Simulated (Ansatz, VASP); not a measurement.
**CuO in VASP and in Ansatz**

```
Cu O
1.0
     2.34465   -1.71340    0.00000
     2.34465    1.71340    0.00000
    -0.86055    0.00000    5.05944
Cu O
2 2
Direct
  0.49680 0.00320 0.50000
  0.00320 0.49680 0.00000
  0.40560 0.57140 0.75370
  0.57140 0.40560 0.25370
```

Alike in both runs: task relaxation of cell and atoms; functional PBEsol; k mesh 8 × 8 × 4; occupations fermi-dirac, width 0.05 eV; no spin polarisation.

|  | VASP | Ansatz |
| --- | --- | --- |
| version | VASP 6.6.1 | Ansatz 0.2.0 |
| potentials or method | VASP PAW PBE potentials, release 64 (Cu, O), cutoff 600 eV | all-electron LAPW, scalar-relativistic |

VASP gave:

- relaxed volume (Å³/atom): 10.67
- relaxed cell length with the largest relative difference (Å): 5.113

Question: Estimate Ansatz's values.

Answer: Relaxed volume (Å³/atom): 10.66; relaxed cell length with the largest relative difference (Å): 5.095.

VASP's potentials were made for PBE, not for PBEsol. Ansatz ran all-electron here, and VASP with PAW potentials.

Noted on Ansatz's run: the k mesh is thin for a metal, which can move the energy by tens of meV per atom.
